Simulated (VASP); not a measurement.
# Sn5As3 (P-62m) in VASP: single point with PBE

Aim: the single point of Sn5As3 with PBE.

Everything below comes from runs of VASP 6.6.1. Logs are shortened: lines on timing, memory, paths and dates and some standing lists are left out, and cuts for length are marked.

## Step 1: The cell of the first run

The structure is hexagonal, space group P-62m (No. 189). The conventional cell has a = 7.824 Å, b = 7.824 Å, c = 3.923 Å, α = 90.00°, β = 90.00°, γ = 120.00°. Sn (site symmetry -6) has 5 Sn at 3.11 to 3.92 Å and 6 As at 3.26 Å within 4.1 Å. Sn (site symmetry m2m) has 6 As at 3.03 to 3.96 Å and 6 Sn at 3.08 to 3.92 Å within 4.0 Å. Within 4.0 Å of As (site symmetry m2m) lie 10 Sn at 3.03 to 3.96 Å and 2 As at 3.92 Å.

The cell was generated, and may not be a known phase.

## Step 2: Single point, PBE

Input file INCAR:

```
SYSTEM = Sn5As3
PREC = Accurate
ENCUT = 520
EDIFF = 1E-7
ISMEAR = 0
SIGMA = 0.2
LREAL = .FALSE.
LASPH = .TRUE.
NELM = 60
ALGO = Fast
ISIF = 2
LWAVE = .FALSE.
LCHARG = .FALSE.
GGA = PE
NBANDS = 52
```

Input file KPOINTS:

```
regular mesh
0
G
  3 3 4
  0 0 0
```

Input file POSCAR:

```
Sn5As3
1.0
    7.8241116088      0.0000000000      0.0000000000
   -3.9120558044      6.7758794153      0.0000000000
    0.0000000000      0.0000000000      3.9230820527
Sn As
5 3
Direct
    0.6666666667      0.3333333333      0.5000000000
    0.3333333333      0.6666666667      0.5000000000
    0.0000000000      0.2276329727      0.5000000000
    0.2276329727      0.0000000000      0.5000000000
    0.7723670273      0.7723670273      0.5000000000
    0.0000000000      0.6666773825      0.0000000000
    0.3333226175      0.3333226175      0.0000000000
    0.6666773825      0.0000000000      0.0000000000
```

Potentials or basis: VASP PAW PBE potentials, release 64 (Sn_d, As).

Started as:

```sh
$ cat potpaw_PBE.64/Sn_d/POTCAR potpaw_PBE.64/As/POTCAR > POTCAR
$ mpirun -np 1 vasp_std > vasp.out
```

OUTCAR:

```text
SYSTEM = Sn5As3
   PREC = Accurate
   ENCUT = 520
   EDIFF = 1E-7
   ISMEAR = 0
   LREAL = .FALSE.
   LASPH = .TRUE.
   NELM = 60
   ISIF = 2
   GGA = PE

 ion  position               nearest neighbor table
   1  0.667  0.333  0.500-   3 3.11   4 3.11   5 3.11   8 3.26   8 3.26   6 3.26   6 3.26   7 3.26
                             7 3.26
   2  0.333  0.667  0.500-   4 3.11   3 3.11   5 3.11   6 3.26   6 3.26   8 3.26   8 3.26   7 3.26
                             7 3.26
   3  0.000  0.228  0.500-   7 3.03   7 3.03   8 3.03   8 3.03   4 3.08   5 3.08   1 3.11   2 3.11

   4  0.228  0.000  0.500-   6 3.03   7 3.03   6 3.03   7 3.03   3 3.08   5 3.08   2 3.11   1 3.11

   5  0.772  0.772  0.500-   6 3.03   6 3.03   8 3.03   8 3.03   4 3.08   3 3.08   2 3.11   1 3.11

   6  0.000  0.667  0.000-   5 3.03   5 3.03   4 3.03   4 3.03   2 3.26   2 3.26   1 3.26   1 3.26

   7  0.333  0.333  0.000-   3 3.03   3 3.03   4 3.03   4 3.03   1 3.26   1 3.26   2 3.26   2 3.26

   8  0.667  0.000  0.000-   3 3.03   3 3.03   5 3.03   5 3.03   1 3.26   1 3.26   2 3.26   2 3.26

  LATTYP: Found a hexagonal cell.
 ALAT       =     7.8241116088
 C/A-ratio  =     0.5014092652

  Lattice vectors:

 A1 = (   7.8241116088,   0.0000000000,   0.0000000000)
 A2 = (  -3.9120558044,   6.7758794153,   0.0000000000)
 A3 = (   0.0000000000,   0.0000000000,   3.9230820527)

Analysis of symmetry for initial positions (statically):
=====================================================================
 Subroutine PRICEL returns:
 Original cell was already a primitive cell.

 Routine SETGRP: Setting up the symmetry group for a
 hexagonal supercell.

 Subroutine GETGRP returns: Found 12 space group operations
 (whereof 12 operations were pure point group operations)
 out of a pool of 24 trial point group operations.

The static configuration has the point symmetry D_3h.

Analysis of symmetry for dynamics (positions and initial velocities):
=====================================================================
 Subroutine PRICEL returns:
 Original cell was already a primitive cell.

 Routine SETGRP: Setting up the symmetry group for a
 hexagonal supercell.

 Subroutine GETGRP returns: Found 12 space group operations
 (whereof 12 operations were pure point group operations)
 out of a pool of 24 trial point group operations.

The dynamic configuration has the point symmetry D_3h.

 Subroutine INISYM returns: Found 12 space group operations
 (whereof 12 operations are pure point group operations),
 and found     1 'primitive' translations

----------------------------------------------------------------------------------------

                                     Primitive cell

  volume of cell :     207.9831

  direct lattice vectors                    reciprocal lattice vectors
     7.824111609  0.000000000  0.000000000     0.127810038  0.073791160  0.000000000
    -3.912055804  6.775879415  0.000000000     0.000000000  0.147582319  0.000000000
     0.000000000  0.000000000  3.923082053     0.000000000  0.000000000  0.254901627

  length of vectors
     7.824111609  7.824111609  3.923082053     0.147582319  0.147582319  0.254901627

  position of ions in fractional coordinates (direct lattice)
     0.666666667  0.333333333  0.500000000
     0.333333333  0.666666667  0.500000000
     1.000000000  0.227632973  0.500000000
     0.227632973  0.000000000  0.500000000
     0.772367027  0.772367027  0.500000000
     1.000000000  0.666677382  0.000000000
     0.333322618  0.333322618  0.000000000
     0.666677382  0.000000000  0.000000000

  ion indices of the primitive-cell ions
   primitive index   ion index
                 1           1
                 2           2
                 3           3
                 4           4
                 5           5
                 6           6
                 7           7
                 8           8

----------------------------------------------------------------------------------------

 KPOINTS: regular mesh

Automatic generation of k-mesh.
 Grid dimensions read from file:
 generate k-points for:    3    3    4

 Generating k-lattice:

  Cartesian coordinates                     Fractional coordinates (reciprocal lattice)
     0.042603346  0.024597053  0.000000000     0.333333333 -0.000000000  0.000000000
     0.000000000  0.049194106  0.000000000     0.000000000  0.333333333  0.000000000
     0.000000000  0.000000000  0.063725407     0.000000000  0.000000000  0.250000000

  Length of vectors
     0.049194106  0.049194106  0.063725407

  Shift w.r.t. Gamma in fractional coordinates (k-lattice)
     0.000000000  0.000000000  0.000000000

 Subroutine IBZKPT returns following result:
 ===========================================

 Found      9 irreducible k-points:

 Following reciprocal coordinates:
            Coordinates               Weight
  0.000000  0.000000  0.000000      1.000000
  0.333333  0.000000  0.000000      6.000000
  0.333333  0.333333  0.000000      2.000000
  0.000000  0.000000  0.250000      2.000000
  0.333333  0.000000  0.250000     12.000000
  0.333333  0.333333  0.250000      4.000000
  0.000000  0.000000  0.500000      1.000000
  0.333333  0.000000  0.500000      6.000000
  0.333333  0.333333  0.500000      2.000000
   k-points           NKPTS =      9   k-points in BZ     NKDIM =      9   number of bands    NBANDS=     52
   number of dos      NEDOS =    301   number of ions     NIONS =      8
   total plane-waves  NPLWV = 108000
   dimension x,y,z NGX =    60 NGY =   60 NGZ =   30
   dimension x,y,z NGXF=   120 NGYF=  120 NGZF=   60
   ions per type =               5   3
   NGX,Y,Z   is equivalent  to a cutoff of  12.75, 12.75, 12.71 a.u.
   NGXF,Y,Z  is equivalent  to a cutoff of  25.50, 25.50, 25.43 a.u.
 SYSTEM =  Sn5As3
   PREC   = accura    normal or accurate (medium, high low for compatibility)
   ISTART =      0    job   : 0-new  1-cont  2-samecut
   ICHARG =      2    charge: 1-file 2-atom 10-const
   ISPIN  =      1    spin polarized calculation?
   LNONCOLLINEAR =      F non collinear calculations
   LSORBIT =      F    spin-orbit coupling
   LASPH  =      T    aspherical Exc in radial PAW
   ENCUT  =  520.0 eV  38.22 Ry    6.18 a.u.  14.55 14.55  7.29*2*pi/ulx,y,z
   NELM   =     60;   NELMIN=  2; NELMDL= -5     # of ELM steps
   EDIFF  = 0.1E-06   stopping-criterion for ELM
   LREAL  =      F    real-space projection
   EDIFFG = 0.1E-05   stopping-criterion for IOM
   NSW    =      0    number of steps for IOM
   IBRION =     -1    ionic relax: 0-MD 1-quasi-New 2-CG
   NFREE  =      0    steps in history (QN), initial steepest desc. (CG)
   ISIF   =      2    stress and relaxation
   ISYM   =      2    0-nonsym 1-usesym 2-fastsym
   POTIM  = 0.5000    time-step for ionic-motion
   TEBEG  =    0.0;   TEEND  =   0.0 temperature during run
   PSTRESS=    0.0 pullay stress
   NELECT =      85.0000    total number of electrons
   NUPDOWN=      -1.0000    fix difference up-down
   EMIN   =  10.00;   EMAX   =-10.00  energy-range for DOS
   EFERMI =   0.00;   METHOD = LEGACY
   ISMEAR =     0;   SIGMA  =   0.20  broadening in eV -4-tet -1-fermi 0-gaus
   EFERMI_NEDOS =   21; number of points for ismear=-14 and -15
   IALGO  =     68    algorithm
   IMIX   =      4    mixing-type and parameters
     AMIX     =   0.40;   BMIX     =  1.00
     AMIX_MAG =   1.60;   BMIX_MAG =  1.00
  volume/ion in A,a.u.               =      26.00       175.44
  Fermi-wavevector in a.u.,A,eV,Ry     =   1.214894  2.295817 20.081761  1.475968
  Thomas-Fermi vector in A             =   2.350299
   LORBIT       =      0    0 simple, 1 ext, 2 COOP (PROOUT), +10 PAW based schemes
   GGA     = PE    functional components
   LHFCALC =     F    Hartree Fock is set to
   AEXX    =    0.0000 exact exchange contribution
   IVDW    =     0    specifies the selected vdW correction
   LEPSILON=     F    determine dielectric tensor
   LRPA    =     F    only Hartree local field effects (RPA)
 non-spin polarized calculation
 RMM-DIIS sequential band-by-band and
 Gauss-broadening in eV      SIGMA  =   0.20
  energy-cutoff  :      520.00
  volume of cell :      207.98
 maximum number of plane-waves:      5654
 NGX is ok and might be reduce to    60
   NGX = 29   NGY = 29   NGZ = 15

 number of electron      84.9999999 magnetization

 Free energy of the ion-electron system (eV)
  ---------------------------------------------------
  ext. energy  EPLUGINS =         0.00000000
  ---------------------------------------------------
  free energy    TOTEN  =       -32.15863330 eV

  energy without entropy =      -32.06332010  energy(sigma->0) =      -32.11097670

 E-fermi :   6.5248     XC(G=0): -10.0492

 val. band max:        6.5206222543   @ k =   0.3333   0.3333   0.2500
 cond. band min:       6.5402442667   @ k =   0.3333   0.0000   0.2500
 fundamental gap:      0.0196220124
 Fermi energy:         6.5247894176

 k-point     1 :       0.0000    0.0000    0.0000
  band No.  band energies     occupation
      1     -15.1248      2.00000
      2     -15.1248      2.00000
      3     -15.0883      2.00000
      4     -15.0786      2.00000
      5     -15.0585      2.00000
      6     -15.0585      2.00000
[... 44 lines left out ...]
     51       9.6169      0.00000
     52      10.0377      0.00000

 k-point     2 :       0.3333    0.0000    0.0000
  band No.  band energies     occupation
      1     -15.1230      2.00000
      2     -15.1170      2.00000
      3     -15.0874      2.00000
      4     -15.0816      2.00000
      5     -15.0699      2.00000
      6     -15.0691      2.00000
[... 44 lines left out ...]
     51      10.3282      0.00000
     52      10.6919      0.00000
[... 328 lines left out ...]
     51       9.8779      0.00000
     52      10.1071      0.00000

 k-point     9 :       0.3333    0.3333    0.5000
  band No.  band energies     occupation
      1     -15.1116      2.00000
      2     -15.1116      2.00000
      3     -15.0901      2.00000
      4     -15.0745      2.00000
      5     -15.0498      2.00000
      6     -15.0488      2.00000
[... 44 lines left out ...]
     51      10.9184      0.00000
     52      11.3490      0.00000

------------------------ aborting loop because EDIFF is reached ----------------------------------------

  FORCE on cell =-STRESS in cart. coord.  units (eV):
  Direction    XX          YY          ZZ          XY          YZ          ZX
  --------------------------------------------------------------------------------------
  -------------------------------------------------------------------------------------
  Total       -0.1182281     -0.1182281     -0.1950666      0.0000000     -0.0000000      0.0000000
  in kB       -0.9107585     -0.9107585     -1.5026765      0.0000000     -0.0000000      0.0000000
  external PRESSURE =      -1.1080645 kB  Pullay stress =       0.0000000 kB

 VOLUME and BASIS-vectors are now :
 -----------------------------------------------------------------------------
  energy-cutoff  :      520.00
  volume of cell :      207.98
      direct lattice vectors                 reciprocal lattice vectors
     7.824111609  0.000000000  0.000000000     0.127810038  0.073791160  0.000000000
    -3.912055804  6.775879415  0.000000000     0.000000000  0.147582319  0.000000000
     0.000000000  0.000000000  3.923082053     0.000000000  0.000000000  0.254901627

 POSITION                                       TOTAL-FORCE (eV/Angst)
 -----------------------------------------------------------------------------------
      3.91206      2.25863      1.96154         0.000000      0.000000      0.000000
     -0.00000      4.51725      1.96154         0.000000      0.000000      0.000000
     -0.89051      1.54241      1.96154         0.008763     -0.015179      0.000000
      1.78103      0.00000      1.96154        -0.017527      0.000000      0.000000
      3.02154      5.23347      1.96154         0.008763      0.015179     -0.000000
     -2.60808      4.51733      0.00000         0.006236     -0.010801     -0.000000
      1.30398      2.25855      0.00000         0.006236      0.010801      0.000000
      5.21616      0.00000      0.00000        -0.012472      0.000000      0.000000
 -----------------------------------------------------------------------------------
    total drift:                               -0.000000     -0.000000     -0.000000

  FREE ENERGIE OF THE ION-ELECTRON SYSTEM (eV)
  ---------------------------------------------------
  free  energy   TOTEN  =       -32.1586332963 eV

  energy  without entropy=      -32.0633201009  energy(sigma->0) =      -32.11097670
```

Run time: 67 s. Hardware: 1 thread of Intel Xeon 6975P-C (Granite Rapids), shared host; peak memory 0.35 GiB.

What came out:

- Free energy: -32.1586 eV
- Pressure: -0.1 GPa
- Largest force: 0.018 eV/Å
- Band gap on the k mesh: zero (an odd number of electrons rules out a gap without spin polarisation)

Forces in eV/Å, atoms in the order of the input:
```
Sn   0.000  0.000  0.000
Sn   0.000  0.000  0.000
Sn   0.009 -0.015  0.000
Sn  -0.018  0.000  0.000
Sn   0.009  0.015  0.000
As   0.006 -0.011  0.000
As   0.006  0.011  0.000
As  -0.012  0.000  0.000
```

Caveat: the k points lie up to 0.40 Å⁻¹ apart, too coarse for converged energies and pressures of a metal; spin-orbit coupling is left out, which moves the levels of the heavy elements.
